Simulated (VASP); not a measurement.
Wanted: the native input for a VASP 6.6.1 run.

| Item | Value |
| --- | --- |
| Task | single point |
| Functional | PBEsol |
| Potentials or basis | VASP PAW PBE potentials, release 64 (Ta_pv, N) |
| Cutoff | 520 eV |
| k mesh | 18 × 18 × 18 |
| Occupations | gaussian, width 0.15 eV |
| Spin | no spin polarisation |
| Dipole correction | no |
| Further INCAR settings | ALGO = Normal; EDIFF = 1e-07; NBANDS = 15 |

The structure of TaN lies in POSCAR:

```
TaN
1.0
    0.0000000000      2.2334750000      2.2334750000
    2.2334750000      0.0000000000      2.2334750000
    2.2334750000      2.2334750000      0.0000000000
Ta N
1 1
Direct
    0.5000000000      0.5000000000      0.5000000000
    0.0000000000      0.0000000000      0.0000000000
```

This cell differs from its parent crystal: strain +0.025 along x and y, +0.025 along z.

The input as run:

INCAR

```
SYSTEM = TaN
PREC = Accurate
ENCUT = 520
EDIFF = 1E-7
ISMEAR = 0
SIGMA = 0.15
LREAL = .False.
LASPH = .True.
NELM = 100
ALGO = Normal
ISIF = 2
LWAVE = .False.
LCHARG = .False.
GGA = PS
NBANDS = 15
```

KPOINTS

```
Automatic mesh
0
Gamma
  18 18 18
  0 0 0
```

Potentials or basis: VASP PAW PBE potentials, release 64 (Ta_pv, N).

Command:

```console
$ cat potpaw_PBE.64/Ta_pv/POTCAR potpaw_PBE.64/N/POTCAR > POTCAR
$ mpirun -np 1 vasp_std > vasp.out
```

Results of the run:

```yaml
Pressure: -18.5 GPa
Band_gap_on_the_k_mesh: zero (band 8 reaches 10.62 eV, above the bottom of band 9 at 6.85 eV)
```

Caveat: the cell differs from its parent crystal (strain +0.025 along x and y, +0.025 along z); the PAW data sets were made with another functional, which shifts forces and pressure a little; spin-orbit coupling is left out, which moves the levels of the heavy elements.

Run time: 17 s on 1 thread of Intel(R) Xeon(R) 6975P-C (Granite Rapids), on a shared host, peak memory 0.18 GiB.
